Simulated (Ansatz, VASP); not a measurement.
Two plane-wave programs on SrTiO3

```
Sr Ti O
1.0
    -2.80954    2.80954    3.97445
     2.80954   -2.80954    3.97445
     2.80954    2.80954   -3.97445
Sr Ti O
2 2 6
Direct
  0.75000 0.25000 0.50000
  0.25000 0.75000 0.50000
  0.00000 0.00000 0.00000
  0.50000 0.50000 0.00000
  0.25000 0.25000 0.00000
  0.75000 0.75000 0.00000
  0.72832 0.22832 0.95665
  0.22832 0.27168 0.50000
  0.27168 0.77168 0.04335
  0.77168 0.72832 0.50000
```

Change from the starting cell: volume scaled by 1.06, ions relaxed.

Alike in both runs: functional PBE; k mesh 8 × 8 × 8; occupations fermi-dirac, width 0.02 eV; no spin polarisation.

Ansatz relaxed the structure, and its values are those at the end. VASP's run is a single point on that final structure, the one shown.

```csv
,VASP,Ansatz
version,VASP 6.6.1,Ansatz 0.2.0
potentials or method,"VASP PAW PBE potentials, release 64 (Sr_sv, Ti_sv, O)","plane-wave PAW, scalar-relativistic"
plane-wave cutoff (eV),520,420
valence electrons in the cell,80,80
```

Ansatz gave:

```
gap on the k mesh at the Fermi level (eV) : 1.86
pressure (GPa)                            : -4.8
rms of the force components (eV/Å)        : 0.008
```

Task: What did VASP give for the same quantities?

Result: gap on the k mesh at the Fermi level (eV): 1.83; pressure (GPa): -4.2; rms of the force components (eV/Å): 0.009.

Ansatz's warnings: stress scf threshold loose.
